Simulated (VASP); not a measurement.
# V in VASP: density of states with PBE

Aim: the density of states of V with PBE.

All numbers are computed with VASP 6.6.1; they aren't measurements. Logs are shortened: lines on timing, memory, paths and dates and some standing lists are left out, and cuts for length are marked.

### Step 1. The cell of the first run

The cell holds a sheet with vacuum, 1 atom: a = 2.296 Å, b = 2.296 Å, c = 23.800 Å, α = 90.00°, β = 90.00°, γ = 90.00°.

### Step 2. Density of states, PBE, collinear spin, ferromagnetic start

File POSCAR:

```
V
1.0
    2.2955200000      0.0000000000      0.0000000000
    0.0000000000      2.2955200000      0.0000000000
    0.0000000000      0.0000000000     23.8000000000
V
1
Direct
    0.5000000000      0.5000000000      0.2941200000
```

File INCAR.step1:

```
PREC = Accurate ; ENCUT = 520
EDIFF = 1E-6 ; ISMEAR = -1
SIGMA = 0.05 ; LREAL = False
LASPH = True ; NELM = 150
ALGO = Normal ; ISIF = 2
LWAVE = False ; LCHARG = True
ISPIN = 2 ; MAGMOM = 2
LMAXMIX = 4 ; LDIPOL = True
IDIPOL = 3 ; DIPOL = 0.5 0.5 0.294
GGA = PE ; NBANDS = 16
```

File KPOINTS.step1:

```
Automatic mesh
0
Gamma
  11 11 1
```

File INCAR.step2:

```
PREC = Accurate ; ENCUT = 520
EDIFF = 1E-6 ; ISMEAR = -5
SIGMA = 0.05 ; LREAL = False
LASPH = True ; NELM = 150
ALGO = Normal ; ISIF = 2
LWAVE = False ; LCHARG = False
ISPIN = 2 ; MAGMOM = 2
LORBIT = 11 ; LMAXMIX = 4
LDIPOL = True ; IDIPOL = 3
DIPOL = 0.5 0.5 0.294 ; GGA = PE
NBANDS = 16 ; NEDOS = 2001
ICHARG = 11
```

File KPOINTS.step2:

```
Automatic mesh
0
Gamma
  17 17 1
```

Potentials or basis: VASP PAW PBE potentials, release 64 (V_sv).

Started as:

```console
> cat potpaw_PBE.64/V_sv/POTCAR > POTCAR
> cp INCAR.step1 INCAR
> cp KPOINTS.step1 KPOINTS
> mpirun -np 1 vasp_std > vasp.out
> cp INCAR.step2 INCAR
> cp KPOINTS.step2 KPOINTS
> mpirun -np 1 vasp_std > vasp.out
```

OUTCAR:

```text
PREC = Accurate
   ENCUT = 520
   EDIFF = 1E-6
   ISMEAR = -5
   LREAL = False
   LASPH = True
   NELM = 150
   ISIF = 2
   ISPIN = 2
   LORBIT = 11
   GGA = PE
   ICHARG = 11

 ion  position               nearest neighbor table
   1  0.500  0.500  0.294-

  LATTYP: Found a simple tetragonal cell.
 ALAT       =     2.2955200000
 C/A-ratio  =    10.3680211891

  Lattice vectors:

 A1 = (   2.2955200000,   0.0000000000,   0.0000000000)
 A2 = (   0.0000000000,   2.2955200000,   0.0000000000)
 A3 = (   0.0000000000,   0.0000000000,  23.8000000000)

Analysis of symmetry for initial positions (statically):
=====================================================================
 Subroutine PRICEL returns:
 Original cell was already a primitive cell.

 Routine SETGRP: Setting up the symmetry group for a
 simple tetragonal supercell.

 Subroutine GETGRP returns: Found 16 space group operations
 (whereof  8 operations were pure point group operations)
 out of a pool of 16 trial point group operations.

The static configuration has the point symmetry C_4v.
 The point group associated with its full space group is D_4h.

Analysis of symmetry for dynamics (positions and initial velocities):
=====================================================================
 Subroutine PRICEL returns:
 Original cell was already a primitive cell.

 Routine SETGRP: Setting up the symmetry group for a
 simple tetragonal supercell.

 Subroutine GETGRP returns: Found 16 space group operations
 (whereof  8 operations were pure point group operations)
 out of a pool of 16 trial point group operations.

The dynamic configuration has the point symmetry C_4v.
 The point group associated with its full space group is D_4h.

Analysis of structural, dynamic, and magnetic symmetry:
=====================================================================
 Subroutine PRICEL returns:
 Original cell was already a primitive cell.

 Routine SETGRP: Setting up the symmetry group for a
 simple tetragonal supercell.

 Subroutine GETGRP returns: Found 16 space group operations
 (whereof  8 operations were pure point group operations)
 out of a pool of 16 trial point group operations.

The overall configuration has the point symmetry C_4v.
 The point group associated with its full space group is D_4h.

 Subroutine INISYM returns: Found 16 space group operations
 (whereof  8 operations are pure point group operations),
 and found     1 'primitive' translations

----------------------------------------------------------------------------------------

                                     Primitive cell

  volume of cell :     125.4120

  direct lattice vectors                    reciprocal lattice vectors
     2.295520000  0.000000000  0.000000000     0.435631142  0.000000000  0.000000000
     0.000000000  2.295520000  0.000000000     0.000000000  0.435631142  0.000000000
     0.000000000  0.000000000 23.800000000     0.000000000  0.000000000  0.042016807

  length of vectors
     2.295520000  2.295520000 23.800000000     0.435631142  0.435631142  0.042016807

  position of ions in fractional coordinates (direct lattice)
     0.500000000  0.500000000  0.294120000

  ion indices of the primitive-cell ions
   primitive index   ion index
                 1           1

----------------------------------------------------------------------------------------

 KPOINTS: Automatic mesh

Automatic generation of k-mesh.
 Grid dimensions read from file:
 generate k-points for:   17   17    1

 Generating k-lattice:

  Cartesian coordinates                     Fractional coordinates (reciprocal lattice)
     0.025625361  0.000000000  0.000000000     0.058823529  0.000000000  0.000000000
     0.000000000  0.025625361  0.000000000     0.000000000  0.058823529  0.000000000
     0.000000000  0.000000000  0.042016807     0.000000000  0.000000000  1.000000000

  Length of vectors
     0.025625361  0.025625361  0.042016807

  Shift w.r.t. Gamma in fractional coordinates (k-lattice)
     0.000000000  0.000000000  0.000000000

 TETIRR: Found    415 inequivalent tetrahedra from     1734

 Subroutine IBZKPT returns following result:
 ===========================================

 Found     45 irreducible k-points:

 Following reciprocal coordinates:
            Coordinates               Weight
  0.000000  0.000000  0.000000      1.000000
  0.058824  0.000000  0.000000      4.000000
  0.117647  0.000000  0.000000      4.000000
  0.176471  0.000000  0.000000      4.000000
  0.235294  0.000000  0.000000      4.000000
  0.294118  0.000000  0.000000      4.000000
[... 16 lines left out ...]
  0.411765  0.117647  0.000000      8.000000
  0.470588  0.117647  0.000000      8.000000
 [... further k-points ...]
   k-points           NKPTS =     45   k-points in BZ     NKDIM =     45   number of bands    NBANDS=     16
   number of dos      NEDOS =   2001   number of ions     NIONS =      1
   total plane-waves  NPLWV =  58320
   dimension x,y,z NGX =    18 NGY =   18 NGZ =  180
   dimension x,y,z NGXF=    36 NGYF=   36 NGZF=  360
   ions per type =               1
   NGX,Y,Z   is equivalent  to a cutoff of  13.04, 13.04, 12.57 a.u.
   NGXF,Y,Z  is equivalent  to a cutoff of  26.07, 26.07, 25.15 a.u.
 SYSTEM =  unknown system
   PREC   = accura    normal or accurate (medium, high low for compatibility)
   ISTART =      0    job   : 0-new  1-cont  2-samecut
   ICHARG =     11    charge: 1-file 2-atom 10-const
   ISPIN  =      2    spin polarized calculation?
   LNONCOLLINEAR =      F non collinear calculations
   LSORBIT =      F    spin-orbit coupling
   LASPH  =      T    aspherical Exc in radial PAW
   ENCUT  =  520.0 eV  38.22 Ry    6.18 a.u.   4.27  4.27 44.25*2*pi/ulx,y,z
   NELM   =    150;   NELMIN=  2; NELMDL=  0     # of ELM steps
   EDIFF  = 0.1E-05   stopping-criterion for ELM
   LREAL  =      F    real-space projection
   EDIFFG = 0.1E-04   stopping-criterion for IOM
   NSW    =      0    number of steps for IOM
   IBRION =     -1    ionic relax: 0-MD 1-quasi-New 2-CG
   NFREE  =      0    steps in history (QN), initial steepest desc. (CG)
   ISIF   =      2    stress and relaxation
   ISYM   =      2    0-nonsym 1-usesym 2-fastsym
   POTIM  = 0.5000    time-step for ionic-motion
   TEBEG  =    0.0;   TEEND  =   0.0 temperature during run
   PSTRESS=    0.0 pullay stress
   NELECT =      13.0000    total number of electrons
   NUPDOWN=      -1.0000    fix difference up-down
   EMIN   =  10.00;   EMAX   =-10.00  energy-range for DOS
   EFERMI =   0.00;   METHOD = LEGACY
   ISMEAR =    -5;   SIGMA  =   0.05  broadening in eV -4-tet -1-fermi 0-gaus
   EFERMI_NEDOS =   21; number of points for ismear=-14 and -15
   IALGO  =     38    algorithm
   IMIX   =      4    mixing-type and parameters
     AMIX     =   0.40;   BMIX     =  1.00
     AMIX_MAG =   1.60;   BMIX_MAG =  1.00
  volume/ion in A,a.u.               =     125.41       846.32
  Fermi-wavevector in a.u.,A,eV,Ry     =   0.769029  1.453255  8.046569  0.591406
  Thomas-Fermi vector in A             =   1.869930
   LORBIT       =     11    0 simple, 1 ext, 2 COOP (PROOUT), +10 PAW based schemes
   GGA     = PE    functional components
   LHFCALC =     F    Hartree Fock is set to
   AEXX    =    0.0000 exact exchange contribution
   IVDW    =     0    specifies the selected vdW correction
   LEPSILON=     F    determine dielectric tensor
   LRPA    =     F    only Hartree local field effects (RPA)
 spin polarized calculation
 Fermi weights with tetrahedron method with Bloechl corrections
  energy-cutoff  :      520.00
  volume of cell :      125.41
 maximum number of plane-waves:      3416
 NGX is ok and might be reduce to    18

 number of electron      12.9999993 magnetization      -0.0004895

 dipolmoment           0.000000      0.000000      0.000003 electrons x Angstroem

 Free energy of the ion-electron system (eV)
  ---------------------------------------------------
  ext. energy  EPLUGINS =         0.00000000
  ---------------------------------------------------
  free energy    TOTEN  =        -6.81510370 eV

  energy without entropy =       -6.81510370  energy(sigma->0) =       -6.81510370

 E-fermi :  -3.3128     XC(G=0):  -2.2040

 val. band max:       -3.3308478891   @ k =   0.1176   0.1176   0.0000
 cond. band min:      -3.3179675549   @ k =   0.1765   0.1765   0.0000
 fundamental gap:      0.0128803342
 Fermi energy:        -3.3127670052

 spin component 1

 k-point     1 :       0.0000    0.0000    0.0000
  band No.  band energies     occupation
      1     -67.3443      1.00000
      2     -41.1561      1.00000
      3     -40.1997      1.00000
      4     -40.1997      1.00000
      5      -7.7418      1.00000
      6      -5.7681      1.00000
[... 8 lines left out ...]
     15       2.5926      0.00000
     16       3.0466      0.00000

 k-point     2 :       0.0588    0.0000    0.0000
  band No.  band energies     occupation
      1     -67.3341      1.00000
      2     -41.1487      1.00000
      3     -40.2614      1.00000
      4     -40.1944      1.00000
      5      -7.6106      1.00000
      6      -5.6761      1.00000
[... 8 lines left out ...]
     15       2.7047      0.00000
     16       3.1412      0.00000

 k-point     3 :       0.1176    0.0000    0.0000
  band No.  band energies     occupation
      1     -67.3046      1.00000
      2     -41.1274      1.00000
      3     -40.4365      1.00000
      4     -40.1792      1.00000
      5      -7.2466      1.00000
      6      -5.3967      1.00000
[... 8 lines left out ...]
     15       3.0318      0.00000
     16       3.4249      0.00000
[... 362 lines left out ...]
 k-point    23 :       0.4118    0.1176    0.0000
  band No.  band energies     occupation
      1     -67.0183      1.00000
      2     -41.7592      1.00000
      3     -40.9235      1.00000
      4     -40.2738      1.00000
      5      -4.9193      1.00000
      6      -4.3645      1.00000
[... 8 lines left out ...]
     15       7.2722      0.00000
     16       7.8513      0.00000

 k-point    24 :       0.4706    0.1176    0.0000
  band No.  band energies     occupation
      1     -66.9971      1.00000
      2     -41.8660      1.00000
      3     -40.9086      1.00000
      4     -40.2621      1.00000
      5      -5.0677      1.00000
      6      -4.1467      1.00000
[... 8 lines left out ...]
     15       8.5071      0.00000
     16       8.5091      0.00000

 [... further k-points ...]

 spin component 2

 k-point     1 :       0.0000    0.0000    0.0000
  band No.  band energies     occupation
      1     -67.3446      1.00000
      2     -41.1565      1.00000
      3     -40.2000      1.00000
      4     -40.2000      1.00000
      5      -7.7421      1.00000
      6      -5.7686      1.00000
[... 8 lines left out ...]
     15       2.5967      0.00000
     16       3.0172      0.00000

 k-point     2 :       0.0588    0.0000    0.0000
  band No.  band energies     occupation
      1     -67.3344      1.00000
      2     -41.1490      1.00000
      3     -40.2617      1.00000
      4     -40.1947      1.00000
      5      -7.6109      1.00000
      6      -5.6766      1.00000
[... 8 lines left out ...]
     15       2.7095      0.00000
     16       3.1118      0.00000

 k-point     3 :       0.1176    0.0000    0.0000
  band No.  band energies     occupation
      1     -67.3050      1.00000
      2     -41.1277      1.00000
      3     -40.4368      1.00000
      4     -40.1795      1.00000
      5      -7.2469      1.00000
      6      -5.3972      1.00000
[... 8 lines left out ...]
     15       3.0381      0.00000
     16       3.3956      0.00000
[... 362 lines left out ...]
 k-point    23 :       0.4118    0.1176    0.0000
  band No.  band energies     occupation
      1     -67.0186      1.00000
      2     -41.7595      1.00000
      3     -40.9238      1.00000
      4     -40.2742      1.00000
      5      -4.9196      1.00000
      6      -4.3648      1.00000
[... 8 lines left out ...]
     15       7.2853      0.00000
     16       7.8559      0.00000

 k-point    24 :       0.4706    0.1176    0.0000
  band No.  band energies     occupation
      1     -66.9974      1.00000
      2     -41.8663      1.00000
      3     -40.9089      1.00000
      4     -40.2624      1.00000
      5      -5.0681      1.00000
      6      -4.1471      1.00000
[... 8 lines left out ...]
     15       8.4734      0.00000
     16       8.5196      0.00000

 [... further k-points ...]

------------------------ aborting loop because EDIFF is reached ----------------------------------------

 vacuum level on the upper side and lower side of the slab       (xc-potential included)        -0.002        -0.002

  FORCE on cell =-STRESS in cart. coord.  units (eV):
  Direction    XX          YY          ZZ          XY          YZ          ZX
  --------------------------------------------------------------------------------------
  -------------------------------------------------------------------------------------
  Total       -0.0128464     -0.0128464     -0.2748285      0.0000000      0.0000000      0.0000000
  in kB       -0.1641168     -0.1641168     -3.5110192      0.0000000      0.0000000      0.0000000
  external PRESSURE =      -1.2797509 kB  Pullay stress =       0.0000000 kB

 VOLUME and BASIS-vectors are now :
 -----------------------------------------------------------------------------
  energy-cutoff  :      520.00
  volume of cell :      125.41
      direct lattice vectors                 reciprocal lattice vectors
     2.295520000  0.000000000  0.000000000     0.435631142  0.000000000  0.000000000
     0.000000000  2.295520000  0.000000000     0.000000000  0.435631142  0.000000000
     0.000000000  0.000000000 23.800000000     0.000000000  0.000000000  0.042016807

 POSITION                                       TOTAL-FORCE (eV/Angst)
 -----------------------------------------------------------------------------------
      1.14776      1.14776      7.00006        -0.000000     -0.000000      0.000000
 -----------------------------------------------------------------------------------
    total drift:                                0.000000     -0.000000     -0.000031

  FREE ENERGIE OF THE ION-ELECTRON SYSTEM (eV)
  ---------------------------------------------------
  free  energy   TOTEN  =        -6.8151037042 eV

  energy  without entropy=       -6.8151037042  energy(sigma->0) =       -6.81510370

 vacuum level on the upper side and lower side of the slab         1.712         1.712

 total charge

# of ion       s       p       d       tot
------------------------------------------
    1        2.347   6.128   3.291  11.766

 magnetization (x)

# of ion       s       p       d       tot
------------------------------------------
    1       -0.000  -0.000  -0.000  -0.000
```

It used 1700 s of CPU time on 1 thread of AMD EPYC 7R13 Processor (Zen 3), with other jobs on the host.

What came out:

```yaml
Net_moment: 0.00 μB per cell
Valence_electrons_inside_the_program's_atomic_spheres: V 11.77
```

Caveat: tetrahedron occupations give inexact forces and stress in metals.
